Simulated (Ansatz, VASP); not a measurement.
# Ti in VASP and in Ansatz

File INCAR:

```
PREC     = Accurate       # precision mode
ENCUT    = 520            # plane-wave cutoff, eV
EDIFF    = 1E-7           # SCF threshold, eV
ISMEAR   = 0              # smearing method
SIGMA    = 0.15           # smearing width, eV
LREAL    = False          # projectors in reciprocal space
LASPH    = True           # aspherical terms in the spheres
NELM     = 80             # most SCF steps
ALGO     = Normal         # electronic algorithm
ISIF     = 2              # what is computed and relaxed
LWAVE    = False          # write WAVECAR
LCHARG   = False          # write CHGCAR
GGA      = CA             # functional
NBANDS   = 12             # bands
```

Contents of KPOINTS:

```
regular mesh
0
Gamma
  20 20 20
```

File POSCAR:

```
Ti
1.0
    0.0000000000      2.1405714119      2.0005340298
    2.0005340298      0.0000000000      2.0005340298
    2.0005340298      2.1405714119      0.0000000000
Ti
1
Direct
    0.0000000000      0.0000000000      0.0000000000
```

Input for Ansatz:

```yaml
crystal:
  lattice:
    - [0.0, 2.1405714119, 2.0005340298]
    - [2.0005340298, 0.0, 2.0005340298]
    - [2.0005340298, 2.1405714119, 0.0]
  atoms:
    - { symbol: Ti, position: [0.0, 0.0, 0.0] }
basis:
  ecutwfc: 520.0
kpoints:
  mp_grid: { grid: [20, 20, 20] }
hamiltonian:
  xc: lda
  pseudopotentials: { kind: paw, azcp: { folder: soft_1 } }
scf:
  occupations: { method: gaussian, width: 0.15 }
output:
  forces: true
  stress: true
  eigenvalues: true
  write_density: true
  write_potential: true
  elf: true
  volumetric_format: npy
```

Change from the starting cell: normal strain along x +0.0000, normal strain along y +0.0700.

Alike in both runs: task single point; functional LDA; k mesh 20 × 20 × 20; occupations gaussian, width 0.15 eV; no spin polarisation.

|  | VASP | Ansatz |
| --- | --- | --- |
| version | VASP 6.6.1 | Ansatz 0.2.0 |
| potentials or method | VASP PAW LDA potentials, release 64 (Ti_sv), cutoff 520 eV | scalar-relativistic, plane waves, PAW |
| valence electrons in the cell | 12 | 12 |

```tsv
	VASP	Ansatz	Ansatz less VASP
gap on the k mesh at the Fermi level (eV)	none	none	-
pressure (GPa)	-7.4	-7.3	+0.08
traceless stress, the component that is largest in VASP (GPa)	-1.30	-1.30	+0.005
```

Ansatz warns that its potentials were made for another functional, while VASP's fit it. LDA's correlation is that of Perdew and Zunger in VASP and of Perdew and Wang (1992) in Ansatz. A gap of «none» marks a metal or a gap that the smearing closes.
